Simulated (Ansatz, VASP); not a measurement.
## KI: VASP beside Ansatz

Contents of INCAR:

```
PREC = Accurate
ENCUT = 520
EDIFF = 1E-6
ISMEAR = 0
SIGMA = 0.05
LREAL = F
LASPH = T
NELM = 100
ALGO = Normal
ISIF = 2
LWAVE = F
LCHARG = F
GGA = PS
NBANDS = 15
```

File KPOINTS:

```
regular mesh
0
Gamma
  6 6 6
```

Contents of POSCAR:

```
KI
1.0
    0.0000000000      3.6655320000      3.3835680000
    3.6655320000      0.0000000000      3.3835680000
    3.6655320000      3.6655320000      0.0000000000
K I
1 1
Direct
    0.0000000000      0.0000000000      0.0000000000
    0.5000000000      0.5000000000      0.5000000000
```

Input for Ansatz:

```yaml
crystal:
  lattice:
    - [0.0, 3.665532, 3.383568]
    - [3.665532, 0.0, 3.383568]
    - [3.665532, 3.665532, 0.0]
  atoms:
    - { symbol: K, position: [0.0, 0.0, 0.0] }
    - { symbol: I, position: [0.5, 0.5, 0.5] }
basis:
  ecutwfc: 420
kpoints:
  mp_grid: { grid: [6, 6, 6] }
hamiltonian:
  xc: pbesol
scf:
  occupations: { method: gaussian, width: 0.05 }
output:
  forces: true
  stress: true
  eigenvalues: true
```

Change from the starting cell: strain +0.040 along x and y, -0.040 along z, atoms carried along.

Alike in both runs: task single point; functional PBEsol; k mesh 6 × 6 × 6; occupations gaussian, width 0.05 eV; no spin polarisation.

|  | VASP | Ansatz |
| --- | --- | --- |
| version | VASP 6.6.1 | Ansatz 0.2.0 |
| potentials or method | VASP PAW PBE potentials, release 64 (K_sv, I), cutoff 520 eV | scalar-relativistic, plane waves, PAW |
| valence electrons in the cell | 16 | 26 |

```csv
,VASP,Ansatz,Ansatz less VASP
gap on the k mesh at the Fermi level (eV),3.74,3.74,+0.005
least direct gap on the mesh (eV),3.74,3.74,+0.005
pressure (GPa),-0.3,-0.4,-0.03
"traceless stress, the component that is largest in VASP (GPa)",1.27,1.25,-0.022
```

VASP's potentials were made for PBE, not for PBEsol. VASP's potentials hold 16 valence electrons a cell and Ansatz's 26, so a difference there can come from the potentials and not from the codes.

Spin-orbit coupling is off throughout.
